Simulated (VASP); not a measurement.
Input of a VASP 6.6.1 run:

INCAR

```
ALGO     = Normal         # electronic algorithm
EDIFF    = 1E-6           # SCF threshold, eV
ENCUT    = 520            # plane-wave cutoff, eV
GGA      = PS             # functional
ISIF     = 2              # what is computed and relaxed
ISMEAR   = 0              # smearing method
LASPH    = True           # aspherical terms in the spheres
LCHARG   = True           # write CHGCAR
LELF     = True           # ELF
LREAL    = False          # projectors in reciprocal space
LVHAR    = True         
LWAVE    = False          # write WAVECAR
NBANDS   = 14             # bands
NELM     = 80             # most SCF steps
PREC     = Accurate       # precision mode
SIGMA    = 0.15           # smearing width, eV
```

The input KPOINTS:

```
k-points
0
Gamma
  16 16 16
```

The input POSCAR:

```
AlNi
1.0
    3.1114800000      0.0000000000      0.0000000000
    0.0000000000      3.1114800000      0.0000000000
    0.0000000000      0.0000000000      2.6505200000
Al Ni
1 1
Direct
    0.0000000000      0.0000000000      0.0000000000
    0.5000000000      0.5000000000      0.5000000000
```

Potentials or basis: VASP PAW PBE potentials, release 64 (Al, Ni).

Run with:

```console
$ cat potpaw_PBE.64/Al/POTCAR potpaw_PBE.64/Ni/POTCAR > POTCAR
$ mpirun -np 1 vasp_std > vasp.out
```

**Question.** What does it give for the pressure?

**Answer.** -10.9 GPa.

Stress tensor (GPa, compression positive):
```
-16.35   0.00   0.00
  0.00 -16.35   0.00
  0.00   0.00  -0.08
```

Caveat: the cell differs from its parent crystal (strain +0.080 along x and y, -0.080 along z); the PAW data sets were made with another functional, which shifts forces and pressure a little. Spin polarisation is off, so any magnetic state and its effect on volume and gap are missing.
